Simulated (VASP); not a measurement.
# C (C2/m) in VASP: single point with LDA

Aim: the single point of C with LDA.

Everything below comes from runs of VASP 6.6.1. Logs are shortened: lines on timing, memory, paths and dates and some standing lists are left out, and cuts for length are marked.

## Step 1: The cell of the first run

The typed cell holds 2 atoms: a = 2.445 Å, b = 2.445 Å, c = 3.614 Å, α = 109.72°, β = 109.72°, γ = 60.00°.

## Step 2: Single point, LDA

File INCAR:

```
SYSTEM = C
ALGO = Normal
EDIFF = 1E-6
ENCUT = 520
GGA = CA
ISIF = 2
ISMEAR = 0
LASPH = .TRUE.
LCHARG = .FALSE.
LREAL = .FALSE.
LWAVE = .FALSE.
NBANDS = 11
NELM = 100
PREC = Accurate
SIGMA = 0.15
```

File KPOINTS:

```
k-points
0
G
  21 21 12
  0 0 0
```

File POSCAR:

```
C
1.0
    2.1173785174     -1.2224806321     -0.0110150470
    2.1173785174      1.2224806321     -0.0110150470
   -1.3907625694      0.0000000000      3.3355321144
C
2
Direct
    0.8333946047      0.8333946047      0.0001835174
    0.1666053953      0.1666053953      0.9998164826
```

Potentials or basis: VASP PAW LDA potentials, release 64 (C).

Run with:

```console
$ cat potpaw_LDA.64/C/POTCAR > POTCAR
$ mpirun -np 1 vasp_std > vasp.out
```

OUTCAR:

```text
SYSTEM = C
   EDIFF = 1E-6
   ENCUT = 520
   GGA = CA
   ISIF = 2
   ISMEAR = 0
   LASPH = .TRUE.
   LREAL = .FALSE.
   NELM = 100
   PREC = Accurate

 ion  position               nearest neighbor table
   1  0.833  0.833  0.000-   2 1.41   2 1.41   2 1.41
   2  0.167  0.167  1.000-   1 1.41   1 1.41   1 1.41

  LATTYP: Found a base centered monoclinic cell.
 ALAT       =     4.2348143370
 B/A-ratio  =     0.5773479236
 C/A-ratio  =     0.8533695275
 COS(beta)  =    -0.3896374140

  Lattice vectors:

 A1 = (   2.1173785174,  -1.2224806321,  -0.0110150470)
 A2 = (   2.1173785174,   1.2224806321,  -0.0110150470)
 A3 = (  -1.3907625694,   0.0000000000,   3.3355321144)

Analysis of symmetry for initial positions (statically):
=====================================================================
 Subroutine PRICEL returns:
 Original cell was already a primitive cell.

 Routine SETGRP: Setting up the symmetry group for a
 base centered monoclinic supercell.

 Subroutine GETGRP returns: Found  4 space group operations
 (whereof  4 operations were pure point group operations)
 out of a pool of  4 trial point group operations.

The static configuration has the point symmetry C_2h.

Analysis of symmetry for dynamics (positions and initial velocities):
=====================================================================
 Subroutine PRICEL returns:
 Original cell was already a primitive cell.

 Routine SETGRP: Setting up the symmetry group for a
 base centered monoclinic supercell.

 Subroutine GETGRP returns: Found  4 space group operations
 (whereof  4 operations were pure point group operations)
 out of a pool of  4 trial point group operations.

The dynamic configuration has the point symmetry C_2h.

 Subroutine INISYM returns: Found  4 space group operations
 (whereof  4 operations are pure point group operations),
 and found     1 'primitive' translations

----------------------------------------------------------------------------------------

                                     Primitive cell

  volume of cell :      17.2303

  direct lattice vectors                    reciprocal lattice vectors
     2.117378517 -1.222480632 -0.011015047     0.236654379 -0.409004435  0.098673927
     2.117378517  1.222480632 -0.011015047     0.236654379  0.409004435  0.098673927
    -1.390762569  0.000000000  3.335532114     0.001563024  0.000000000  0.300453949

  length of vectors
     2.444968714  2.444968714  3.613861510     0.482728150  0.482728150  0.300458015

  position of ions in fractional coordinates (direct lattice)
     0.833394605  0.833394605  0.000183517
     0.166605395  0.166605395  0.999816483

  ion indices of the primitive-cell ions
   primitive index   ion index
                 1           1
                 2           2

----------------------------------------------------------------------------------------

 KPOINTS: k-points

Automatic generation of k-mesh.
 Grid dimensions read from file:
 generate k-points for:   21   21   12

 Generating k-lattice:

  Cartesian coordinates                     Fractional coordinates (reciprocal lattice)
     0.011269256 -0.019476402  0.004698758     0.047619048  0.000000000  0.000000000
     0.011269256  0.019476402  0.004698758     0.000000000  0.047619048  0.000000000
     0.000130252  0.000000000  0.025037829     0.000000000  0.000000000  0.083333333

  Length of vectors
     0.022987055  0.022987055  0.025038168

  Shift w.r.t. Gamma in fractional coordinates (k-lattice)
     0.000000000  0.000000000  0.000000000

 Subroutine IBZKPT returns following result:
 ===========================================

 Found   1397 irreducible k-points:

 Following reciprocal coordinates:
            Coordinates               Weight
  0.000000  0.000000  0.000000      1.000000
  0.047619  0.000000  0.000000      4.000000
  0.095238  0.000000  0.000000      4.000000
  0.142857  0.000000  0.000000      4.000000
  0.190476  0.000000  0.000000      4.000000
  0.238095  0.000000 -0.000000      4.000000
[... 16 lines left out ...]
 -0.428571  0.047619  0.000000      4.000000
 -0.380952  0.047619  0.000000      4.000000
 [... further k-points ...]
   k-points           NKPTS =   1397   k-points in BZ     NKDIM =   1397   number of bands    NBANDS=     11
   number of dos      NEDOS =    301   number of ions     NIONS =      2
   total plane-waves  NPLWV =   9072
   dimension x,y,z NGX =    18 NGY =   18 NGZ =   28
   dimension x,y,z NGXF=    36 NGYF=   36 NGZF=   56
   ions per type =               2
   NGX,Y,Z   is equivalent  to a cutoff of  12.24, 12.24, 12.88 a.u.
   NGXF,Y,Z  is equivalent  to a cutoff of  24.48, 24.48, 25.76 a.u.
 SYSTEM =  C
   PREC   = accura    normal or accurate (medium, high low for compatibility)
   ISTART =      0    job   : 0-new  1-cont  2-samecut
   ICHARG =      2    charge: 1-file 2-atom 10-const
   ISPIN  =      1    spin polarized calculation?
   LNONCOLLINEAR =      F non collinear calculations
   LSORBIT =      F    spin-orbit coupling
   LASPH  =      T    aspherical Exc in radial PAW
   ENCUT  =  520.0 eV  38.22 Ry    6.18 a.u.   4.55  4.55  6.72*2*pi/ulx,y,z
   NELM   =    100;   NELMIN=  2; NELMDL= -5     # of ELM steps
   EDIFF  = 0.1E-05   stopping-criterion for ELM
   LREAL  =      F    real-space projection
   EDIFFG = 0.1E-04   stopping-criterion for IOM
   NSW    =      0    number of steps for IOM
   IBRION =     -1    ionic relax: 0-MD 1-quasi-New 2-CG
   NFREE  =      0    steps in history (QN), initial steepest desc. (CG)
   ISIF   =      2    stress and relaxation
   ISYM   =      2    0-nonsym 1-usesym 2-fastsym
   POTIM  = 0.5000    time-step for ionic-motion
   TEBEG  =    0.0;   TEEND  =   0.0 temperature during run
   PSTRESS=    0.0 pullay stress
   NELECT =       8.0000    total number of electrons
   NUPDOWN=      -1.0000    fix difference up-down
   EMIN   =  10.00;   EMAX   =-10.00  energy-range for DOS
   EFERMI =   0.00;   METHOD = LEGACY
   ISMEAR =     0;   SIGMA  =   0.15  broadening in eV -4-tet -1-fermi 0-gaus
   EFERMI_NEDOS =   21; number of points for ismear=-14 and -15
   IALGO  =     38    algorithm
   IMIX   =      4    mixing-type and parameters
     AMIX     =   0.40;   BMIX     =  1.00
     AMIX_MAG =   1.60;   BMIX_MAG =  1.00
  volume/ion in A,a.u.               =       8.62        58.14
  Fermi-wavevector in a.u.,A,eV,Ry     =   1.267673  2.395555 21.864498  1.606995
  Thomas-Fermi vector in A             =   2.400809
   LORBIT       =      0    0 simple, 1 ext, 2 COOP (PROOUT), +10 PAW based schemes
   GGA     = CA    functional components
   LHFCALC =     F    Hartree Fock is set to
   AEXX    =    0.0000 exact exchange contribution
   IVDW    =     0    specifies the selected vdW correction
   LEPSILON=     F    determine dielectric tensor
   LRPA    =     F    only Hartree local field effects (RPA)
 non-spin polarized calculation
 Gauss-broadening in eV      SIGMA  =   0.15
  energy-cutoff  :      520.00
  volume of cell :       17.23
 maximum number of plane-waves:       476
   NGX =  9   NGY =  9   NGZ = 13

 number of electron       8.0000000 magnetization

 Free energy of the ion-electron system (eV)
  ---------------------------------------------------
  ext. energy  EPLUGINS =         0.00000000
  ---------------------------------------------------
  free energy    TOTEN  =       -20.22408492 eV

  energy without entropy =      -20.22408092  energy(sigma->0) =      -20.22408292

 E-fermi :   4.7860     XC(G=0): -10.8555

 val. band max:        4.4473159295   @ k =  -0.2857   0.3810   0.2500
 cond. band min:       5.1193592828   @ k =  -0.3333   0.3333   0.3333
 fundamental gap:      0.6720433532
 Fermi energy:         4.7859559307

 k-point     1 :       0.0000    0.0000    0.0000
  band No.  band energies     occupation
      1     -14.8622      2.00000
      2      -1.8836      2.00000
      3       1.7974      2.00000
      4       1.7975      2.00000
      5       8.6347      0.00000
      6      13.2684      0.00000
      7      13.2689      0.00000
      8      16.3293      0.00000
      9      18.2970      0.00000
     10      27.5143      0.00000
     11      30.3760      0.00000

 k-point     2 :       0.0476    0.0000    0.0000
  band No.  band energies     occupation
      1     -14.8068      2.00000
      2      -1.8274      2.00000
      3       1.5814      2.00000
      4       1.6796      2.00000
      5       8.7136      0.00000
      6      13.3045      0.00000
      7      13.5055      0.00000
      8      16.1330      0.00000
      9      18.3810      0.00000
     10      27.6934      0.00000
     11      29.9504      0.00000

 k-point     3 :       0.0952    0.0000    0.0000
  band No.  band energies     occupation
      1     -14.6407      2.00000
      2      -1.6592      2.00000
      3       0.9730      2.00000
      4       1.3568      2.00000
      5       8.9504      0.00000
      6      13.3745      0.00000
      7      14.1820      0.00000
      8      15.5714      0.00000
      9      18.6443      0.00000
     10      28.1450      0.00000
     11      28.7405      0.00000

 k-point     4 :       0.1429    0.0000    0.0000
  band No.  band energies     occupation
      1     -14.3647      2.00000
      2      -1.3799      2.00000
      3       0.0658      2.00000
      4       0.9012      2.00000
      5       9.3441      0.00000
      6      13.4059      0.00000
      7      14.7160      0.00000
      8      15.2201      0.00000
      9      19.0939      0.00000
     10      27.0974      0.00000
     11      28.9711      0.00000

 k-point     5 :       0.1905    0.0000    0.0000
  band No.  band energies     occupation
      1     -13.9799      2.00000
      2      -1.0409      2.00000
      3      -0.9887      2.00000
      4       0.3881      2.00000
      5       9.8908      0.00000
      6      13.3275      0.00000
      7      13.6831      0.00000
      8      16.5317      0.00000
      9      19.6865      0.00000
     10      25.6587      0.00000
     11      28.2857      0.00000
[... 211 lines left out ...]
 k-point    21 :       0.4762    0.0476    0.0000
  band No.  band energies     occupation
      1     -10.0147      2.00000
      2      -7.7545      2.00000
      3      -1.7535      2.00000
      4       2.4696      2.00000
      5       7.1683      0.00000
      6      12.9915      0.00000
      7      15.6334      0.00000
      8      17.7593      0.00000
      9      22.2791      0.00000
     10      24.5319      0.00000
     11      26.0082      0.00000

 k-point    22 :      -0.4762    0.0476    0.0000
  band No.  band energies     occupation
      1      -9.3353      2.00000
      2      -8.5125      2.00000
      3      -1.8081      2.00000
      4       2.8111      2.00000
      5       6.7502      0.00000
      6      12.9701      0.00000
      7      16.3230      0.00000
      8      17.0390      0.00000
      9      22.2378      0.00000
     10      24.8989      0.00000
     11      25.9819      0.00000

 k-point    23 :      -0.4286    0.0476    0.0000
  band No.  band energies     occupation
      1     -10.0411      2.00000
      2      -7.7295      2.00000
      3      -1.7544      2.00000
      4       2.5921      2.00000
      5       7.0652      0.00000
      6      12.9860      0.00000
      7      15.1880      0.00000
      8      18.0595      0.00000
      9      22.3985      0.00000
     10      24.5610      0.00000
     11      25.9982      0.00000

 k-point    24 :      -0.3810    0.0476    0.0000
  band No.  band energies     occupation
      1     -10.9459      2.00000
      2      -6.5940      2.00000
      3      -1.5939      2.00000
      4       1.9853      2.00000
      5       7.9357      0.00000
      6      13.0232      0.00000
      7      14.0041      0.00000
      8      19.0622      0.00000
      9      22.4879      0.00000
     10      23.8222      0.00000
     11      26.0123      0.00000

 [... further k-points ...]
[... 5 lines left out ...]
  --------------------------------------------------------------------------------------
  -------------------------------------------------------------------------------------
  Total        0.1342801      0.1342495     -0.0163424      0.0000000      0.0000000     -0.0013813
  in kB       12.4861834     12.4833381     -1.5196181      0.0000000      0.0000000     -0.1284456
  external PRESSURE =       7.8166345 kB  Pullay stress =       0.0000000 kB

 VOLUME and BASIS-vectors are now :
 -----------------------------------------------------------------------------
  energy-cutoff  :      520.00
  volume of cell :       17.23
      direct lattice vectors                 reciprocal lattice vectors
     2.117378517 -1.222480632 -0.011015047     0.236654379 -0.409004435  0.098673927
     2.117378517  1.222480632 -0.011015047     0.236654379  0.409004435  0.098673927
    -1.390762569  0.000000000  3.335532114     0.001563024  0.000000000  0.300453949

 POSITION                                       TOTAL-FORCE (eV/Angst)
 -----------------------------------------------------------------------------------
      3.52897      0.00000     -0.01775        -0.000010      0.000000      0.000235
     -0.68497      0.00000      3.33125         0.000010      0.000000     -0.000235
 -----------------------------------------------------------------------------------
    total drift:                                0.000000      0.000000     -0.000000

  FREE ENERGIE OF THE ION-ELECTRON SYSTEM (eV)
  ---------------------------------------------------
  free  energy   TOTEN  =       -20.2240849237 eV

  energy  without entropy=      -20.2240809174  energy(sigma->0) =      -20.22408292
```

It took 4.9 min on 1 thread of Intel Xeon 8259CL, shared host; peak memory 0.29 GiB.

What came out:

* Free energy: -20.2241 eV
* Pressure: 0.8 GPa
* Band gap on the k mesh: 0.67 eV, indirect (least direct gap 0.70 eV)

Stress tensor (GPa, compression positive):
```
 1.25  0.00 -0.01
 0.00  1.25  0.00
-0.01  0.00 -0.15
```

A k mesh can miss the band edges.
